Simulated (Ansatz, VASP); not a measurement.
**NbC in VASP and in Ansatz**

INCAR

```
SYSTEM = NbC
  PREC = Accurate
  ENCUT = 600
  EDIFF = 1E-6
  ISMEAR = 0
  SIGMA = 0.1
  LREAL = .False.
  LASPH = .True.
  NELM = 120
  ALGO = Normal
  ISIF = 2
  LWAVE = .False.
  LCHARG = .True.
  GGA = PE
  LELF = .True.
  LVHAR = .True.
  NBANDS = 16
  GGA_COMPAT = .False.
```

KPOINTS

```
Automatic mesh
0
Gamma
  6 6 6
  0 0 0
```

The input POSCAR:

```
NbC
1.0
    0.0000000000      2.2000000000      2.2000000000
    2.2000000000      0.0000000000      2.2000000000
    2.2000000000      2.2000000000      0.0000000000
Nb C
1 1
Direct
    0.0000000000      0.0000000000      0.0000000000
    0.5000000000      0.5000000000      0.5000000000
```

Input for Ansatz:

```yaml
crystal:
  lattice:
    - [0.0, 2.2, 2.2]
    - [2.2, 0.0, 2.2]
    - [2.2, 2.2, 0.0]
  atoms:
    - { symbol: Nb, position: [0.0, 0.0, 0.0] }
    - { symbol: C, position: [0.5, 0.5, 0.5] }
basis:
  ecutwfc: 420
kpoints:
  mp_grid: { grid: [6, 6, 6] }
hamiltonian:
  xc: pbe
scf:
  occupations: { method: gaussian, width: 0.1 }
output:
  forces: true
  stress: true
  eigenvalues: true
```

Alike in both runs: task single point; functional PBE; k mesh 6 × 6 × 6; occupations gaussian, width 0.1 eV; no spin polarisation.

|  | VASP | Ansatz |
| --- | --- | --- |
| version | VASP 6.6.1 | Ansatz 0.2.0 |
| potentials or method | VASP PAW PBE potentials, release 64 (Nb_sv, C), cutoff 600 eV | scalar-relativistic, plane waves, PAW |
| valence electrons in the cell | 17 | 17 |

Ansatz gave:

| Property | Result |
| --- | --- |
| gap on the k mesh at the Fermi level (eV) | none |
| pressure (GPa) | 19.1 |

Q: What did VASP give for the same quantities?

A: gap on the k mesh at the Fermi level (eV): none; pressure (GPa): 18.4.

A gap of «none» marks a metal or a gap that the smearing closes. With one functional, cell and mesh, what is left measures potentials, basis and numerics.

The k mesh is coarse, so the values compare programs but aren't converged.
